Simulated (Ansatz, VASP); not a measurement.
**MoS2: VASP beside Ansatz**

```
Mo S
1.0
     3.16900    0.00000    0.00000
    -1.58450    2.74443    0.00000
     0.00000    0.00000   12.32400
Mo S
2 4
Direct
  0.66667 0.33333 0.75000
  0.33333 0.66667 0.25000
  0.66667 0.33333 0.37700
  0.33333 0.66667 0.87700
  0.66667 0.33333 0.12300
  0.33333 0.66667 0.62300
```

Alike in both runs: task relaxation of cell and atoms; functional PBE; dispersion D4; k mesh 10 × 10 × 3; occupations fermi-dirac, width 0.05 eV; no spin polarisation.

|  | VASP | Ansatz |
| --- | --- | --- |
| version | VASP 6.6.1 | Ansatz 0.2.0 |
| potentials or method | VASP PAW PBE potentials, release 64 (Mo_sv, S) | Ansatz PAW |
| plane-wave cutoff (eV) | 600 | 420 |
| valence electrons in the cell | 52 | 52 |

|  | VASP | Ansatz | Ansatz less VASP |
| --- | --- | --- | --- |
| gap on the k mesh at the Fermi level, each at its own relaxed structure (eV) | 0.88 | 0.86 | -0.023 |
| relaxed volume (Å³/atom) | 17.46 | 17.46 | -0.001 |
| relaxed length of the cell vector where the two differ most in proportion (Å) | 12.173 | 12.163 | -0.0102 |

Noted on Ansatz's run: odd divisions of the mesh miss points on the zone boundary, where band edges often lie, so the gap on the mesh can be too wide; the plane-wave basis is chosen anew once the cell has moved, so the energies of steps on either side of that aren't comparable.
